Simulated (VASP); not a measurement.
Here is a VASP 6.6.1 calculation.

INCAR

```
ALGO = Normal
EDIFF = 1E-6
ENCUT = 600
GGA = PE
GGA_COMPAT = F
ISIF = 2
ISMEAR = -1
LASPH = T
LCHARG = F
LREAL = F
LWAVE = F
NBANDS = 51
NELM = 120
PREC = Accurate
SIGMA = 0.02
```

Contents of KPOINTS:

```
k-points
0
Gamma
  8 8 8
```

POSCAR

```
SrTiO3
1.0
   -2.7555000000      2.7555000000      3.8590200000
    2.7555000000     -2.7555000000      3.8590200000
    2.7555000000      2.7555000000     -3.8590200000
Sr Ti O
2 2 6
Direct
    0.7500000000      0.2500000000      0.5000000000
    0.2500000000      0.7500000000      0.5000000000
    0.0000000000      0.0000000000      0.0000000000
    0.5000000000      0.5000000000      0.0000000000
    0.2500000000      0.2500000000      0.0000000000
    0.7500000000      0.7500000000      0.0000000000
    0.7283236544      0.2283236544      0.9566473088
    0.2283236544      0.2716763456      0.5000000000
    0.2716763456      0.7716763456      0.0433526912
    0.7716763456      0.7283236544      0.5000000000
```

Potentials or basis: VASP PAW PBE potentials, release 64 (Sr_sv, Ti_sv, O).

The run is started by

```console
$ cat potpaw_PBE.64/Sr_sv/POTCAR potpaw_PBE.64/Ti_sv/POTCAR potpaw_PBE.64/O/POTCAR > POTCAR
$ mpirun -np 1 vasp_std > vasp.out
```

(1) Predict the pressure.

(2) What does it give for the band gap on the k mesh?

(3) Estimate the largest force.

Results:

(1) 7.7 GPa.

(2) 1.96 eV.

(3) 0.008 eV/Å.

Caveat: the cell differs from its parent crystal (z stretched by -1 %, then relaxed in part); the cell stands under pressure.
